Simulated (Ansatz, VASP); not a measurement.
# CdSe: VASP beside Ansatz

INCAR

```
  ALGO = Normal
  EDIFF = 1E-6
  ENCUT = 520
  GGA = PS
  ISIF = 2
  ISMEAR = -1
  LASPH = T
  LCHARG = T
  LELF = T
  LREAL = F
  LVHAR = T
  LWAVE = F
  NBANDS = 16
  NELM = 100
  PREC = Accurate
  SIGMA = 0.05
```

KPOINTS

```
k-points
0
Gamma
  12 12 12
```

File POSCAR:

```
CdSe
1.0
    0.0000000000      2.3054914373      2.3054914373
    2.3054914373      0.0000000000      2.3054914373
    2.3054914373      2.3054914373      0.0000000000
Cd Se
1 1
Direct
    0.0000000000      0.0000000000      0.0000000000
    0.5000000000      0.5000000000      0.5000000000
```

Input for Ansatz:

```yaml
crystal:
  lattice:
    - [0.0, 2.3054914373, 2.3054914373]
    - [2.3054914373, 0.0, 2.3054914373]
    - [2.3054914373, 2.3054914373, 0.0]
  atoms:
    - { symbol: Cd, position: [0.0, 0.0, 0.0] }
    - { symbol: Se, position: [0.5, 0.5, 0.5] }
kpoints:
  mp_grid: { grid: [12, 12, 12] }
  band_path:
    path:
      - [0.0, 0.0, 0.0]
      - [0.5, 0.0, 0.5]
      - [0.625, 0.25, 0.625]
      - [0.375, 0.375, 0.75]
      - [0.0, 0.0, 0.0]
      - [0.5, 0.5, 0.5]
      - [0.5, 0.25, 0.75]
      - [0.5, 0.0, 0.5]
    npoints: 8
scf:
  occupations: { method: fermi_dirac, width: 0.05 }
hamiltonian:
  xc: pbesol
  pseudopotentials: { kind: paw }
output:
  forces: true
  stress: true
  eigenvalues: true
  populations: true
  dos: { projected: true, de: 0.2, e_range: [-14, 8] }
```

Change from the starting cell: volume scaled by 0.55, PAW files.

Alike in both runs: task single point; functional PBEsol; k mesh 12 × 12 × 12; occupations fermi-dirac, width 0.05 eV; no spin polarisation.

|  | VASP | Ansatz |
| --- | --- | --- |
| version | VASP 6.6.1 | Ansatz 0.2.0 |
| potentials or method | VASP PAW PBE potentials, release 64 (Cd, Se) | PAW with Ansatz's default frozen-core files, scalar-relativistic |
| plane-wave cutoff (eV) | 520 | 420 |
| valence electrons in the cell | 18 | 36 |

|  | VASP | Ansatz | Ansatz less VASP |
| --- | --- | --- | --- |
| pressure (GPa) | 183.7 | 176.3 | -7.43 |

VASP's potentials were made for PBE, not for PBEsol. Both programs put the cell under a high pressure, so it lies far from rest at this level. The functional is the same, so the differences come from potentials, cutoffs and numerics. VASP's potentials hold 18 valence electrons a cell and Ansatz's 36, so a difference there can come from the potentials and not from the codes.

Noted on VASP's run: the cell as given lies far from equilibrium.
